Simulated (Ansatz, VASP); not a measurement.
## PtSe in VASP and in Ansatz

Contents of INCAR:

```
SYSTEM = PtSe
PREC = Accurate
ENCUT = 600
EDIFF = 1E-7
ISMEAR = -1
SIGMA = 0.05
LREAL = .FALSE.
LASPH = .TRUE.
NELM = 150
ALGO = Normal
ISIF = 3
LWAVE = .FALSE.
LCHARG = .FALSE.
LMAXMIX = 4
LDAU = .TRUE.
LDAUTYPE = 2
LDAUL = 2 -1
LDAUU = 1 0
LDAUJ = 0 0
LDAUPRINT = 1
GGA = PE
IBRION = 2
NSW = 60
EDIFFG = -0.01
```

The input KPOINTS:

```
regular mesh
0
G
  8 8 8
  0 0 0
```

Contents of POSCAR:

```
PtSe
1.0
    0.0000000000      2.7984111300      2.7984111300
    2.7984111300      0.0000000000      2.7984111300
    2.7984111300      2.7984111300      0.0000000000
Pt Se
1 1
Direct
    0.5000000000      0.5000000000      0.5000000000
    0.0000000000      0.0000000000      0.0000000000
```

The input input.yaml:

```yaml
crystal:
  lattice:
    - [0.0, 2.79841113, 2.79841113]
    - [2.79841113, 0.0, 2.79841113]
    - [2.79841113, 2.79841113, 0.0]
  atoms:
    - { symbol: Pt, position: [0.5, 0.5, 0.5] }
    - { symbol: Se, position: [0.0, 0.0, 0.0] }
hamiltonian:
  xc: pbe
  pseudopotentials: { kind: paw }
  hubbard: { sites: [{ species: Pt, l: d, u_eff: 1.0 }] }
kpoints:
  mp_grid: { grid: [8, 8, 8] }
scf:
  occupations: { method: fermi_dirac, width: 0.05 }
output:
  forces: true
  stress: true
  eigenvalues: true
  write_density: true
  write_potential: true
  elf: true
  volumetric_format: npy
relax:
  f_tol: 0.01
  max_steps: 40
  cell: { stress_tol: 0.05 }
```

Alike in both runs: task relaxation of cell and atoms; functional PBE; k mesh 8 × 8 × 8; occupations fermi-dirac, width 0.05 eV; no spin polarisation; Hubbard terms Pt d U = 1.0 eV.

|  | VASP | Ansatz |
| --- | --- | --- |
| version | VASP 6.6.1 | Ansatz 0.2.0 |
| potentials or method | VASP PAW PBE potentials, release 64 (Pt, Se) | Ansatz PAW |
| plane-wave cutoff (eV) | 600 | 420 |
| valence electrons in the cell | 16 | 34 |

|  | VASP | Ansatz | Ansatz less VASP |
| --- | --- | --- | --- |
| gap on the k mesh at the Fermi level, each at its own relaxed structure (eV) | none | none | - |
| relaxed volume (Å³/atom) | 18.37 | 18.48 | +0.108 |
| relaxed cell length with the largest relative difference (Å) | 3.732 | 3.739 | +0.0073 |

The programs project onto different local orbitals, so the same U acts differently, and such runs can settle in different states. A gap of «none» marks a metal or a gap that the smearing closes. VASP's potentials hold 16 valence electrons a cell and Ansatz's 34, so a difference there can come from the potentials and not from the codes.

Neither program's run includes spin-orbit coupling. Noted on VASP's run: the volume moved by over 15 % at a fixed basis, so the end points are rough. Noted on Ansatz's run: the volume moved by over 15 % at a fixed basis, so the end points are rough; the plane-wave basis is chosen anew once the cell has moved, so the energies of steps on either side of that aren't comparable.
